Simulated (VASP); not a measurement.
Input of a VASP 6.6.1 run:

Contents of INCAR:

```
ALGO = Fast
EDIFF = 1E-6
ENCUT = 520
ISIF = 2
ISMEAR = 0
LASPH = T
LCHARG = T
LELF = T
LREAL = F
LVHAR = T
LWAVE = F
NBANDS = 11
NELM = 80
PREC = Accurate
SIGMA = 0.15
```

KPOINTS

```
k-points
0
Gamma
  20 20 20
```

Contents of POSCAR:

```
Hf
1.0
    0.0000000000      1.9778947208      2.7967431353
    1.9778947208      0.0000000000      2.7967431353
    1.9778947208      1.9778947208      0.0000000000
Hf
1
Direct
    0.0000000000      0.0000000000      0.0000000000
```

Potentials or basis: VASP PAW LDA potentials, release 64 (Hf_pv).

The run is started by

```bash
$ cat potpaw_LDA.64/Hf_pv/POTCAR > POTCAR
$ mpirun -np 1 vasp_std > vasp.out
```

Task: Estimate the pressure.

Result: -5.9 GPa.

Task: Predict the band gap on the k mesh.

Result: Zero (bands 5 and 6 overlap by 1.90 eV).

Stress tensor (GPa, compression positive):
```
 -0.14   0.00   0.00
  0.00  -0.14   0.00
  0.00   0.00 -17.31
```

Caveat: the stress differs along the axes, from -17 to -0 GPa; spin-orbit coupling is left out, which moves the levels of the heavy elements.
